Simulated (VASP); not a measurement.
A run of VASP 6.6.1:

File INCAR:

```
PREC = Accurate ; ENCUT = 520
EDIFF = 1E-8 ; ISMEAR = 0
SIGMA = 0.01 ; LREAL = F
LASPH = T ; NELM = 120
ALGO = Normal ; ISIF = 2
LWAVE = F ; LCHARG = F
GGA = PE ; LEPSILON = T
GGA_COMPAT = F
```

KPOINTS

```
regular mesh
0
Gamma
  12 12 4
```

POSCAR

```
ZnO
1.0
    3.2493080000      0.0000000000      0.0000000000
   -1.6246540000      2.8139832700      0.0000000000
    0.0000000000      0.0000000000      5.2057090000
Zn O
2 2
Direct
    0.3333333339      0.6666666679      0.5000000000
    0.6666666661      0.3333333321      0.0000000000
    0.6666666661      0.3333333321      0.3790100004
    0.3333333339      0.6666666679      0.8790100004
```

Potentials or basis: VASP PAW PBE potentials, release 64 (Zn, O).

Command:

```console
$ cat potpaw_PBE.64/Zn/POTCAR potpaw_PBE.64/O/POTCAR > POTCAR
$ mpirun -np 1 vasp_std > vasp.out
```

Hardware: 1 thread of Oxide Virtual Turin-like Processor, with other jobs on the host.

Estimate the wall time of this run.

Run time: 12 min on 1 thread of Oxide Virtual Turin-like Processor, on a shared host, peak memory 0.44 GiB. Counts: scf iterations 122, k points 57.
